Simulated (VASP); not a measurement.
# Au (P6_3/mmc) in VASP: a series of runs

The runs below take Au through relaxation of cell and atoms, with LDA.

Everything below comes from runs of VASP 6.6.1. Logs are shortened: lines on timing, memory, paths and dates and some standing lists are left out, and cuts for length are marked.

**1. The cell of the first run**

It takes space group P6_3/mmc (No. 194, hexagonal). The conventional cell has a = 2.900 Å, b = 2.900 Å, c = 4.880 Å, α = 90.00°, β = 90.00°, γ = 120.00°. Au (site symmetry -6m2) has 12 Au at 2.90 to 2.96 Å within 3.8 Å.

**2. Relaxation of cell and atoms, LDA**

Contents of INCAR:

```
SYSTEM = Au
PREC = Accurate
ENCUT = 600
EDIFF = 1E-6
ISMEAR = -1
SIGMA = 0.05
LREAL = .FALSE.
LASPH = .TRUE.
NELM = 80
ALGO = Normal
ISIF = 3
LWAVE = .FALSE.
LCHARG = .FALSE.
GGA = CA
IBRION = 2
NSW = 60
EDIFFG = -0.03
```

Contents of KPOINTS:

```
regular mesh
0
G
  9 9 5
  0 0 0
```

Contents of POSCAR:

```
Au
1.0
    2.9000000000      0.0000000000      0.0000000000
   -1.4500000000      2.5114740000      0.0000000000
    0.0000000000      0.0000000000      4.8800000000
Au
2
Direct
    0.3333333333      0.6666666667      0.7500000000
    0.6666666667      0.3333333333      0.2500000000
```

Potentials or basis: VASP PAW LDA potentials, release 64 (Au).

On the command line:

```sh
cat potpaw_LDA.64/Au/POTCAR > POTCAR
mpirun -np 1 vasp_std > vasp.out
```

OUTCAR:

```text
SYSTEM = Au
   PREC = Accurate
   ENCUT = 600
   EDIFF = 1E-6
   ISMEAR = -1
   LREAL = .FALSE.
   LASPH = .TRUE.
   NELM = 80
   ISIF = 3
   GGA = CA
   IBRION = 2
   NSW = 60
   EDIFFG = -0.03

 ion  position               nearest neighbor table
   1  0.333  0.667  0.750-   2 2.96   2 2.96   2 2.96   2 2.96   2 2.96   2 2.96
   2  0.667  0.333  0.250-   1 2.96   1 2.96   1 2.96   1 2.96   1 2.96   1 2.96

  LATTYP: Found a hexagonal cell.
 ALAT       =     2.9000000000
 C/A-ratio  =     1.6827586207

  Lattice vectors:

 A1 = (   2.9000000000,   0.0000000000,   0.0000000000)
 A2 = (  -1.4500000000,   2.5114740000,   0.0000000000)
 A3 = (   0.0000000000,   0.0000000000,   4.8800000000)

Analysis of symmetry for initial positions (statically):
=====================================================================
 Subroutine PRICEL returns:
 Original cell was already a primitive cell.

 Routine SETGRP: Setting up the symmetry group for a
 hexagonal supercell.

 Subroutine GETGRP returns: Found 24 space group operations
 (whereof 12 operations were pure point group operations)
 out of a pool of 24 trial point group operations.

The static configuration has the point symmetry D_3d.
 The point group associated with its full space group is D_6h.

Analysis of symmetry for dynamics (positions and initial velocities):
=====================================================================
 Subroutine PRICEL returns:
 Original cell was already a primitive cell.

 Routine SETGRP: Setting up the symmetry group for a
 hexagonal supercell.

 Subroutine GETGRP returns: Found 24 space group operations
 (whereof 12 operations were pure point group operations)
 out of a pool of 24 trial point group operations.

The dynamic configuration has the point symmetry D_3d.
 The point group associated with its full space group is D_6h.

 Subroutine INISYM returns: Found 24 space group operations
 (whereof 12 operations are pure point group operations),
 and found     1 'primitive' translations

----------------------------------------------------------------------------------------

                                     Primitive cell

  volume of cell :      35.5424

  direct lattice vectors                    reciprocal lattice vectors
     2.900000000  0.000000000  0.000000000     0.344827586  0.199086274  0.000000000
    -1.450000000  2.511474000  0.000000000     0.000000000  0.398172547  0.000000000
     0.000000000  0.000000000  4.880000000     0.000000000  0.000000000  0.204918033

  length of vectors
     2.900000000  2.900000285  4.880000000     0.398172586  0.398172547  0.204918033

  position of ions in fractional coordinates (direct lattice)
     0.333333333  0.666666667  0.750000000
     0.666666667  0.333333333  0.250000000

[... 96 lines left out ...]
     AMIX_MAG =   1.60;   BMIX_MAG =  1.00
  volume/ion in A,a.u.               =      17.77       119.93
  Fermi-wavevector in a.u.,A,eV,Ry     =   1.395191  2.636528 26.484515  1.946557
  Thomas-Fermi vector in A             =   2.518667
   LORBIT       =      0    0 simple, 1 ext, 2 COOP (PROOUT), +10 PAW based schemes
   GGA     = CA    functional components
   LHFCALC =     F    Hartree Fock is set to
   AEXX    =    0.0000 exact exchange contribution
   IVDW    =     0    specifies the selected vdW correction
   LEPSILON=     F    determine dielectric tensor
   LRPA    =     F    only Hartree local field effects (RPA)
 conjugate gradient relaxation of ions
 non-spin polarized calculation
  energy-cutoff  :      600.00
  volume of cell :       35.54
 maximum number of plane-waves:      1198
 NGX is ok and might be reduce to    24
   NGX = 11   NGY = 11   NGZ = 19

--------------------------------------- Ionic step        1  -------------------------------------------

 number of electron      22.0000001 magnetization

 Free energy of the ion-electron system (eV)
  ---------------------------------------------------
  ext. energy  EPLUGINS =         0.00000000
  ---------------------------------------------------
  free energy    TOTEN  =        -8.84786152 eV

  energy without entropy =       -8.84651737  energy(sigma->0) =       -8.84718944

------------------------ aborting loop because EDIFF is reached ----------------------------------------

  FORCE on cell =-STRESS in cart. coord.  units (eV):
  Direction    XX          YY          ZZ          XY          YZ          ZX
  --------------------------------------------------------------------------------------
  -------------------------------------------------------------------------------------
  Total       -2.3075237     -2.3075244     -2.3967219      0.0000000     -0.0000000      0.0000000
  in kB     -104.0184206   -104.0184479   -108.0392890      0.0000000     -0.0000000      0.0000000
  external PRESSURE =    -105.3587192 kB  Pullay stress =       0.0000000 kB
[... 23 lines left out ...]
--------------------------------------- Ionic step        2  -------------------------------------------

 number of electron      22.0000002 magnetization

 E-fermi :  11.7789     XC(G=0): -13.7582

 val. band max:       11.6819290374   @ k =   0.1111   0.1111   0.2000
 cond. band min:      11.9069993072   @ k =   0.1111   0.0000   0.0000
 fundamental gap:      0.2250702697
 Fermi energy:        11.7789430622

 k-point     1 :       0.0000    0.0000    0.0000
  band No.  band energies     occupation
      1       0.2919      2.00000
      2       2.9287      2.00000
      3       5.9706      2.00000
      4       6.3263      2.00000
      5       6.3263      2.00000
      6       6.7296      2.00000
      7       6.7296      2.00000
      8       7.6063      2.00000
      9       7.6063      2.00000
     10       9.3467      2.00000
     11       9.3467      2.00000
     12       9.8191      2.00000
     13      15.0872      0.00000
     14      26.0518      0.00000
[... 558 lines left out ...]
--------------------------------------- Ionic step        6  -------------------------------------------

 number of electron      22.0000001 magnetization

 Free energy of the ion-electron system (eV)
  ---------------------------------------------------
  ext. energy  EPLUGINS =         0.00000000
  ---------------------------------------------------
  free energy    TOTEN  =        -8.92843174 eV

  energy without entropy =       -8.92721311  energy(sigma->0) =       -8.92782243

 E-fermi :   9.7388     XC(G=0): -13.1266

 val. band max:        9.6287114990   @ k =   0.1111   0.1111   0.2000
 cond. band min:       9.9466195846   @ k =   0.2222   0.0000   0.2000
 fundamental gap:      0.3179080856
 Fermi energy:         9.7387795125

 k-point     1 :       0.0000    0.0000    0.0000
  band No.  band energies     occupation
      1      -0.4696      2.00000
      2       2.0499      2.00000
      3       4.7011      2.00000
      4       4.9816      2.00000
      5       4.9816      2.00000
      6       5.3169      2.00000
      7       5.3169      2.00000
      8       6.0251      2.00000
      9       6.0251      2.00000
     10       7.4910      2.00000
     11       7.4910      2.00000
     12       8.4137      2.00000
     13      12.5471      0.00000
     14      24.2253      0.00000
[... 444 lines left out ...]
  FREE ENERGIE OF THE ION-ELECTRON SYSTEM (eV)
  ---------------------------------------------------
  free  energy   TOTEN  =        -8.9284317419 eV

  energy  without entropy=       -8.9272131110  energy(sigma->0) =       -8.92782243

 reached required accuracy - stopping structural energy minimisation
```

OSZICAR:

```text
N       E                     dE             d eps       ncg     rms          rms(c)
DAV:   1     0.131263708629E+03    0.13126E+03   -0.12903E+04  1080   0.159E+03
DAV:   2    -0.766435108231E+01   -0.13893E+03   -0.13352E+03  1178   0.304E+02
[... 42 lines left out ...]
   5 F= -.89279246E+01 E0= -.89273061E+01  d E =-.800630E-01
       N       E                     dE             d eps       ncg     rms          rms(c)
DAV:   1    -0.893130451384E+01   -0.33799E-02   -0.14750E-01  1199   0.315E+00    0.254E-01
DAV:   2    -0.892925057986E+01    0.20539E-02   -0.14348E-03  1178   0.370E-01    0.130E-01
DAV:   3    -0.892842515450E+01    0.82543E-03   -0.15406E-03  1206   0.349E-01    0.284E-02
DAV:   4    -0.892843162142E+01   -0.64669E-05   -0.66757E-05  1171   0.691E-02    0.216E-02
DAV:   5    -0.892843174185E+01   -0.12043E-06   -0.70722E-07   820   0.756E-03
   6 F= -.89284317E+01 E0= -.89278224E+01  d E =-.507176E-03
```

It took 29 s on 1 thread of AMD EPYC 9R45 (Zen 5), shared host; peak memory 0.13 GiB.

Results:

```yaml
Free_energy: -8.9284 eV
Relaxed_volume: 16.62 Å³/atom
Relaxed_cell: a = 2.842 Å, b = 2.842 Å, c = 4.753 Å, α = 90.00°, β = 90.00°, γ = 120.00°
Space_group_after_relaxing_to_0.05_Å: P6_3/mmc (No. 194)
Energy_gained_by_relaxing: 40.3 meV/atom
Ionic_steps: 6
Pressure_after_relaxing: 0.2 GPa
Band_gap_on_the_k_mesh: zero (band 11 reaches 13.43 eV, above the bottom of band 12 at 7.20 eV)
```

Stress tensor (GPa, compression positive):
```
 0.28  0.00  0.00
 0.00  0.28  0.00
 0.00  0.00 -0.03
```

Step by step:
| step | energy change (eV) | largest force (eV/Å) | pressure (GPa) | volume (Å³) |
| --- | --- | --- | --- | --- |
| 1 | 0.0000 | 0.0000 | -10.54 | 35.54 |
| 2 | 0.1894 | 0.0000 | 28.48 | 29.86 |
| 3 | -0.0800 | 0.0000 | -0.37 | 33.35 |
| 4 | -0.0801 | 0.0000 | -0.13 | 33.30 |
| 5 | -0.0801 | 0.0000 | 0.14 | 33.25 |
| 6 | -0.0806 | 0.0000 | 0.18 | 33.24 |

Final structure:
```
CELL_PARAMETERS angstrom
2.84176 0.00000 0.00000
-1.42088 2.46104 0.00000
0.00000 0.00000 4.75340
ATOMIC_POSITIONS crystal
Au 0.33333 0.66667 0.75000
Au 0.66667 0.33333 0.25000
```

Caveat: spin-orbit coupling is left out, which moves the levels of the heavy elements. Zero-point motion and thermal expansion aren't in these numbers.

**3. Relaxation of cell and atoms, LDA, target pressure 10 GPa, at which the enthalpy is minimised**

Contents of INCAR:

```
PREC = Accurate
ENCUT = 600
EDIFF = 1E-6
ISMEAR = -1
SIGMA = 0.05
LREAL = False
LASPH = True
NELM = 100
ALGO = Normal
ISIF = 3
LWAVE = False
LCHARG = False
GGA = CA
IBRION = 2
NSW = 60
EDIFFG = -0.03
PSTRESS = 100.0
```

Contents of KPOINTS:

```
Automatic mesh
0
Gamma
  9 9 5
```

POSCAR is that of step 2.

Potentials or basis: VASP PAW LDA potentials, release 64 (Au).

On the command line:

```sh
cat potpaw_LDA.64/Au/POTCAR > POTCAR
mpirun -np 1 vasp_std > vasp.out
```

Wall time 32 s (1 thread of AMD EPYC 9R45 (Zen 5), shared host); peak memory 0.14 GiB.

It converged, with:

- Free energy: -8.8842 eV
- Relaxed volume: 15.89 Å³/atom
- Relaxed cell: a = 2.802 Å, b = 2.802 Å, c = 4.674 Å, α = 90.00°, β = 90.00°, γ = 120.00°
- Space group after relaxing (to 0.05 Å): P6_3/mmc (No. 194)
- Energy change on relaxing (the enthalpy is what falls): -18.2 meV/atom
- Ionic steps: 6
- Pressure after relaxing: 10.0 GPa
- Band gap on the k mesh: zero (band 11 reaches 14.39 eV, above the bottom of band 12 at 7.93 eV)

Stress tensor (GPa, compression positive):
```
10.12  0.00  0.00
 0.00 10.12  0.00
 0.00  0.00  9.86
```

The path:
```
step  energy change (eV)  largest force (eV/Å)  pressure (GPa)  volume (Å³)
   1              0.0000                0.0000          -10.54        35.54
   2              2.2038                0.0000          120.71        25.07
   3             -0.0513                0.0000            7.96        32.08
   4             -0.0419                0.0000            9.26        31.90
   5             -0.0359                0.0000           10.03        31.80
   6             -0.0363                0.0000           10.04        31.79
```

Final structure:
```
Au
1.0
     2.80229    0.00000    0.00000
    -1.40115    2.42686    0.00000
     0.00000    0.00000    4.67434
Au
2
Direct
  0.33333 0.66667 0.75000
  0.66667 0.33333 0.25000
```

Levels at points of the mesh, in eV from the Fermi level:
```
           k point  band 9  band 10  band 11  band 12  band 13  band 14
(0.00, 0.00, 0.00)   -3.95    -2.35    -2.35    -1.57     3.04    14.37
```

Caveat: the cell is relaxed towards a set pressure, so the enthalpy falls and the energy may rise; spin-orbit coupling is left out, which moves the levels of the heavy elements.
